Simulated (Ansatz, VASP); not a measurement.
## One calculation of SiB4Mo, two programs

```
CELL_PARAMETERS angstrom
2.09290 -4.02045 0.00000
2.09290 4.02045 0.00000
0.00000 0.00000 3.01742
ATOMIC_POSITIONS crystal
Si 0.00000 0.00000 0.50000
B 0.19058 0.80942 0.00000
B 0.80942 0.19058 0.00000
B 0.00000 0.50000 0.50000
B 0.50000 0.00000 0.50000
Mo 0.50000 0.50000 0.00000
```

Change from the starting cell: species swapped into the NdCuNi4 type (Cmmm, No. 65).

Alike in both runs: functional PBE; k mesh 10 × 10 × 12; occupations gaussian, width 0.1 eV; no spin polarisation.

Ansatz relaxed the structure, and its values are those at the end. VASP's run is a single point on that final structure, the one shown.

|  | VASP | Ansatz |
| --- | --- | --- |
| version | VASP 6.6.1 | Ansatz 0.2.0 |
| potentials or method | VASP PAW PBE potentials, release 64 (Si, B, Mo_sv), cutoff 520 eV | scalar-relativistic, plane waves, PAW |
| valence electrons in the cell | 30 | 30 |

|  | VASP | Ansatz | Ansatz less VASP |
| --- | --- | --- | --- |
| gap on the k mesh at the Fermi level (eV) | none | none | - |
| pressure (GPa) | 0.1 | 0.0 | -0.05 |

A gap of «none» marks a metal or a gap that the smearing closes. With one functional, cell and mesh, what is left measures potentials, basis and numerics.
